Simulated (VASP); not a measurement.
# Al (Fm-3m) in VASP: relaxation of cell and atoms with r2SCAN

Aim: the relaxation of cell and atoms of Al with r2SCAN.

Program: VASP 6.6.1. These are calculated values, not measurements. Logs are shortened: lines on timing, memory, paths and dates and some standing lists are left out, and cuts for length are marked.

**1. The cell of the first run**

Symmetry: Fm-3m, No. 225, cubic system. Conventional cell: a = 4.050 Å, b = 4.050 Å, c = 4.050 Å, α = 90.00°, β = 90.00°, γ = 90.00°. Within 3.8 Å of Al (site symmetry m-3m) lie 12 Al at 2.86 Å.

**2. Relaxation of cell and atoms, r2SCAN**

The input, POSCAR:

```
Al
1.0
    0.0000000000      2.0248050000      2.0248050000
    2.0248050000      0.0000000000      2.0248050000
    2.0248050000      2.0248050000      0.0000000000
Al
1
Direct
    0.0000000000      0.0000000000      0.0000000000
```

The input, INCAR.step1:

```
SYSTEM = Al
ALGO = Normal ; EDIFF = 1E-4
ENCUT = 600 ; GGA = PE
ISMEAR = 0 ; LASPH = .True.
LCHARG = .False. ; LREAL = .False.
LWAVE = .True. ; NELM = 60
PREC = Accurate ; SIGMA = 0.2
```

The input, INCAR.step2:

```
SYSTEM = Al
ALGO = Normal ; EDIFF = 1E-6
EDIFFG = -0.002 ; ENCUT = 600
IBRION = 2 ; ISIF = 3
ISMEAR = 0 ; ISTART = 1
LASPH = .True. ; LCHARG = .False.
LMIXTAU = .True. ; LREAL = .False.
LWAVE = .False. ; METAGGA = R2SCAN
NELM = 60 ; NSW = 80
PREC = Accurate ; SIGMA = 0.2
```

The input, KPOINTS:

```
k-points
0
Gamma
  28 28 28
  0 0 0
```

Potentials or basis: VASP PAW PBE potentials, release 64 (Al).

Launch:

```
> cat potpaw_PBE.64/Al/POTCAR > POTCAR
> cp INCAR.step1 INCAR
> mpirun -np 1 vasp_std > vasp.out
> cp INCAR.step2 INCAR
> mpirun -np 1 vasp_std > vasp.out
```

OUTCAR:

```text
SYSTEM = Al
   EDIFF = 1E-6
   EDIFFG = -0.002
   ENCUT = 600
   IBRION = 2
   ISIF = 3
   ISMEAR = 0
   ISTART = 1
   LASPH = .True.
   LREAL = .False.
   METAGGA = R2SCAN
   NELM = 60
   NSW = 80
   PREC = Accurate

 ion  position               nearest neighbor table
   1  0.000  0.000  0.000-

  LATTYP: Found a face centered cubic cell.
 ALAT       =     4.0496100000

  Lattice vectors:

 A1 = (   0.0000000000,   2.0248050000,   2.0248050000)
 A2 = (   2.0248050000,   0.0000000000,   2.0248050000)
 A3 = (   2.0248050000,   2.0248050000,   0.0000000000)

Analysis of symmetry for initial positions (statically):
=====================================================================
 Subroutine PRICEL returns:
 Original cell was already a primitive cell.

 Routine SETGRP: Setting up the symmetry group for a
 face centered cubic supercell.

 Subroutine GETGRP returns: Found 48 space group operations
 (whereof 48 operations were pure point group operations)
 out of a pool of 48 trial point group operations.

The static configuration has the point symmetry O_h .

Analysis of symmetry for dynamics (positions and initial velocities):
=====================================================================
 Subroutine PRICEL returns:
 Original cell was already a primitive cell.

 Routine SETGRP: Setting up the symmetry group for a
 face centered cubic supercell.

 Subroutine GETGRP returns: Found 48 space group operations
 (whereof 48 operations were pure point group operations)
 out of a pool of 48 trial point group operations.

The dynamic configuration has the point symmetry O_h .

 Subroutine INISYM returns: Found 48 space group operations
 (whereof 48 operations are pure point group operations),
 and found     1 'primitive' translations

----------------------------------------------------------------------------------------

                                     Primitive cell

  volume of cell :      16.6027

  direct lattice vectors                    reciprocal lattice vectors
     0.000000000  2.024805000  2.024805000    -0.246937359  0.246937359  0.246937359
     2.024805000  0.000000000  2.024805000     0.246937359 -0.246937359  0.246937359
     2.024805000  2.024805000  0.000000000     0.246937359  0.246937359 -0.246937359

  length of vectors
     2.863506692  2.863506692  2.863506692     0.427708053  0.427708053  0.427708053

  position of ions in fractional coordinates (direct lattice)
     0.000000000  0.000000000  0.000000000

  ion indices of the primitive-cell ions
   primitive index   ion index
                 1           1

----------------------------------------------------------------------------------------

 KPOINTS: k-points

Automatic generation of k-mesh.
 Grid dimensions read from file:
 generate k-points for:   28   28   28

 Generating k-lattice:

  Cartesian coordinates                     Fractional coordinates (reciprocal lattice)
    -0.008819191  0.008819191  0.008819191     0.035714286  0.000000000  0.000000000
     0.008819191 -0.008819191  0.008819191     0.000000000  0.035714286  0.000000000
     0.008819191  0.008819191 -0.008819191     0.000000000  0.000000000  0.035714286

  Length of vectors
     0.015275288  0.015275288  0.015275288

  Shift w.r.t. Gamma in fractional coordinates (k-lattice)
     0.000000000  0.000000000  0.000000000

 Subroutine IBZKPT returns following result:
 ===========================================

 Found    624 irreducible k-points:

 Following reciprocal coordinates:
            Coordinates               Weight
  0.000000  0.000000  0.000000      1.000000
  0.035714  0.000000  0.000000      8.000000
  0.071429  0.000000  0.000000      8.000000
  0.107143  0.000000  0.000000      8.000000
  0.142857  0.000000  0.000000      8.000000
  0.178571  0.000000  0.000000      8.000000
[... 16 lines left out ...]
  0.285714  0.035714  0.000000     24.000000
  0.321429  0.035714  0.000000     24.000000
 [... further k-points ...]
   k-points           NKPTS =    624   k-points in BZ     NKDIM =    624   number of bands    NBANDS=      5
   number of dos      NEDOS =    301   number of ions     NIONS =      1
   total plane-waves  NPLWV =  13824
   dimension x,y,z NGX =    24 NGY =   24 NGZ =   24
   dimension x,y,z NGXF=    48 NGYF=   48 NGZF=   48
   ions per type =               1
   NGX,Y,Z   is equivalent  to a cutoff of  13.93, 13.93, 13.93 a.u.
   NGXF,Y,Z  is equivalent  to a cutoff of  27.87, 27.87, 27.87 a.u.
 SYSTEM =  Al
   PREC   = accura    normal or accurate (medium, high low for compatibility)
   ISTART =      1    job   : 0-new  1-cont  2-samecut
   ICHARG =      0    charge: 1-file 2-atom 10-const
   ISPIN  =      1    spin polarized calculation?
   LNONCOLLINEAR =      F non collinear calculations
   LSORBIT =      F    spin-orbit coupling
   LASPH  =      T    aspherical Exc in radial PAW
   ENCUT  =  600.0 eV  44.10 Ry    6.64 a.u.   5.72  5.72  5.72*2*pi/ulx,y,z
   NELM   =     60;   NELMIN=  2; NELMDL=  0     # of ELM steps
   EDIFF  = 0.1E-05   stopping-criterion for ELM
   LREAL  =      F    real-space projection
   EDIFFG = -.2E-02   stopping-criterion for IOM
   NSW    =     80    number of steps for IOM
   IBRION =      2    ionic relax: 0-MD 1-quasi-New 2-CG
   NFREE  =      1    steps in history (QN), initial steepest desc. (CG)
   ISIF   =      3    stress and relaxation
   ISYM   =      2    0-nonsym 1-usesym 2-fastsym
   POTIM  = 0.5000    time-step for ionic-motion
   TEBEG  =    0.0;   TEEND  =   0.0 temperature during run
   PSTRESS=    0.0 pullay stress
   NELECT =       3.0000    total number of electrons
   NUPDOWN=      -1.0000    fix difference up-down
   EMIN   =  10.00;   EMAX   =-10.00  energy-range for DOS
   EFERMI =   0.00;   METHOD = LEGACY
   ISMEAR =     0;   SIGMA  =   0.20  broadening in eV -4-tet -1-fermi 0-gaus
   EFERMI_NEDOS =   21; number of points for ismear=-14 and -15
   IALGO  =     38    algorithm
   IMIX   =      4    mixing-type and parameters
     AMIX     =   0.40;   BMIX     =  1.00
     AMIX_MAG =   1.60;   BMIX_MAG =  1.00
  volume/ion in A,a.u.               =      16.60       112.04
  Fermi-wavevector in a.u.,A,eV,Ry     =   0.925526  1.748991 11.654733  0.856599
  Thomas-Fermi vector in A             =   2.051390
   LORBIT       =      0    0 simple, 1 ext, 2 COOP (PROOUT), +10 PAW based schemes
   METAGGA = R2SCAN    functional components
   LHFCALC =     F    Hartree Fock is set to
   AEXX    =    0.0000 exact exchange contribution
   IVDW    =     0    specifies the selected vdW correction
   LEPSILON=     F    determine dielectric tensor
   LRPA    =     F    only Hartree local field effects (RPA)
 conjugate gradient relaxation of ions
 non-spin polarized calculation
 Gauss-broadening in eV      SIGMA  =   0.20
  energy-cutoff  :      600.00
  volume of cell :       16.60
 maximum number of plane-waves:       568
   NGX = 11   NGY = 11   NGZ = 11

--------------------------------------- Ionic step        1  -------------------------------------------

 number of electron       3.0000000 magnetization

 Free energy of the ion-electron system (eV)
  ---------------------------------------------------
  ext. energy  EPLUGINS =         0.00000000
  ---------------------------------------------------
  free energy    TOTEN  =        -6.73228641 eV

  energy without entropy =       -6.72423676  energy(sigma->0) =       -6.72826158

------------------------ aborting loop because EDIFF is reached ----------------------------------------

  FORCE on cell =-STRESS in cart. coord.  units (eV):
  Direction    XX          YY          ZZ          XY          YZ          ZX
  --------------------------------------------------------------------------------------
  -------------------------------------------------------------------------------------
  Total       -0.3951775     -0.3951775     -0.3951775     -0.0000000     -0.0000000      0.0000000
  in kB      -38.1349530    -38.1349530    -38.1349530     -0.0000000     -0.0000000      0.0000000
  external PRESSURE =     -38.1349530 kB  Pullay stress =       0.0000000 kB
[... 86 lines left out ...]
  FREE ENERGIE OF THE ION-ELECTRON SYSTEM (eV)
  ---------------------------------------------------
  free  energy   TOTEN  =        -6.7416040673 eV

  energy  without entropy=       -6.7339064364  energy(sigma->0) =       -6.73775525

[... ionic steps 4 to 16 ...]

--------------------------------------- Ionic step       17  -------------------------------------------

 number of electron       3.0000000 magnetization

------------------------ aborting loop because EDIFF is reached ----------------------------------------

  FORCE on cell =-STRESS in cart. coord.  units (eV):
  Direction    XX          YY          ZZ          XY          YZ          ZX
  --------------------------------------------------------------------------------------
  -------------------------------------------------------------------------------------
  Total       -0.0037095     -0.0037095     -0.0037095      0.0000000      0.0000000      0.0000000
  in kB       -0.3745115     -0.3745115     -0.3745115      0.0000000      0.0000000      0.0000000
  external PRESSURE =      -0.3745115 kB  Pullay stress =       0.0000000 kB
[... 55 lines left out ...]
  energy  without entropy=       -6.7338991506  energy(sigma->0) =       -6.73775072

--------------------------------------- Ionic step       19  -------------------------------------------

 number of electron       3.0000000 magnetization

 Free energy of the ion-electron system (eV)
  ---------------------------------------------------
  ext. energy  EPLUGINS =         0.00000000
  ---------------------------------------------------
  free energy    TOTEN  =        -6.74160330 eV

  energy without entropy =       -6.73390278  energy(sigma->0) =       -6.73775304

 E-fermi :   8.4466     XC(G=0): -11.0537

 val. band max:        8.4407000944   @ k =  -0.4286   0.3571   0.1071
 cond. band min:       8.4564918115   @ k =  -0.3571   0.4286   0.0714
 fundamental gap:      0.0157917171
 Fermi energy:         8.4466276359

 k-point     1 :       0.0000    0.0000    0.0000
  band No.  band energies     occupation
      1      -3.6875      2.00000
      2      21.9808      0.00000
      3      21.9808      0.00000
      4      21.9808      0.00000
      5      24.2055      0.00000

 k-point     2 :       0.0357    0.0000    0.0000
  band No.  band energies     occupation
      1      -3.6497      2.00000
      2      21.2129      0.00000
      3      21.8651      0.00000
      4      21.8651      0.00000
      5      24.3820      0.00000
[... 169 lines left out ...]
 k-point    24 :       0.3214    0.0357    0.0000
  band No.  band energies     occupation
      1      -0.8424      2.00000
      2       9.8912      0.00000
      3      19.4467      0.00000
      4      20.5912      0.00000
      5      22.4305      0.00000

 [... further k-points ...]

------------------------ aborting loop because EDIFF is reached ----------------------------------------

  FORCE on cell =-STRESS in cart. coord.  units (eV):
  Direction    XX          YY          ZZ          XY          YZ          ZX
  --------------------------------------------------------------------------------------
  -------------------------------------------------------------------------------------
  Total       -0.0001722     -0.0001722     -0.0001722      0.0000000     -0.0000000      0.0000000
  in kB       -0.0173910     -0.0173910     -0.0173910      0.0000000     -0.0000000      0.0000000
  external PRESSURE =      -0.0173910 kB  Pullay stress =       0.0000000 kB
[... 16 lines left out ...]
  FREE ENERGIE OF THE ION-ELECTRON SYSTEM (eV)
  ---------------------------------------------------
  free  energy   TOTEN  =        -6.7416033044 eV

  energy  without entropy=       -6.7339027824  energy(sigma->0) =       -6.73775304

 reached required accuracy - stopping structural energy minimisation
```

Wall time 13 min (1 thread of AMD EPYC 9R45 (Zen 5), shared host); peak memory 0.17 GiB.

What came out:

```yaml
Free_energy: -6.7416 eV
Relaxed_volume: 15.86 Å³/atom
Relaxed_cell: a = 2.820 Å, b = 2.820 Å, c = 2.820 Å, α = 60.00°, β = 60.00°, γ = 60.00°
Space_group_after_relaxing_to_0.1_Å: Fm-3m (No. 225)
Energy_gained_by_relaxing: 9.3 meV/atom
Ionic_steps: 19
Pressure_after_relaxing: 0.0 GPa
Band_gap_on_the_k_mesh: zero (an odd number of electrons rules out a gap without spin polarisation)
```

The path:
```
step  energy change (eV)  largest force (eV/Å)  pressure (GPa)  volume (Å³)
   1              0.0000                0.0000           -3.81        16.60
   2             -0.0087                0.0000            1.16        15.67
   3             -0.0093                0.0000            0.03        15.86
   4             -0.0093                0.0000           -0.03        15.87
   5             -0.0093                0.0000           -0.05        15.87
   6             -0.0093                0.0000           -0.05        15.87
   7             -0.0093                0.0000           -0.05        15.87
   8             -0.0093                0.0000           -0.05        15.87
   9             -0.0093                0.0000           -0.05        15.87
  10             -0.0093                0.0000           -0.05        15.87
  11             -0.0093                0.0000           -0.05        15.87
  12             -0.0093                0.0000           -0.05        15.87
  13             -0.0093                0.0000           -0.05        15.87
  14             -0.0093                0.0000           -0.05        15.87
  15             -0.0093                0.0000           -0.05        15.87
  16             -0.0093                0.0000           -0.04        15.87
  17             -0.0093                0.0000           -0.04        15.87
  18             -0.0093                0.0000           -0.03        15.87
  19             -0.0093                0.0000            0.00        15.86
```

Final structure:
```xyz
1
Lattice="0.0000 1.9943 1.9943 1.9943 0.0000 1.9943 1.9943 1.9943 0.0000" Properties=species:S:1:pos:R:3 pbc="T T T"
Al    1.9943    1.9943    0.0000
```

Levels at points of the mesh, in eV from the Fermi level:
```
           k point  band 1  band 2  band 3  band 4  band 5
(0.00, 0.00, 0.00)  -12.13   13.53   13.53   13.53   15.76
(0.50, 0.00, 0.00)   -5.18   -4.60   12.26   12.26   12.75
(0.50, 0.50, 0.00)   -3.27   -1.68    5.46    6.19    6.19
```

Caveat: the PAW data sets were made with another functional, which shifts forces and pressure a little.
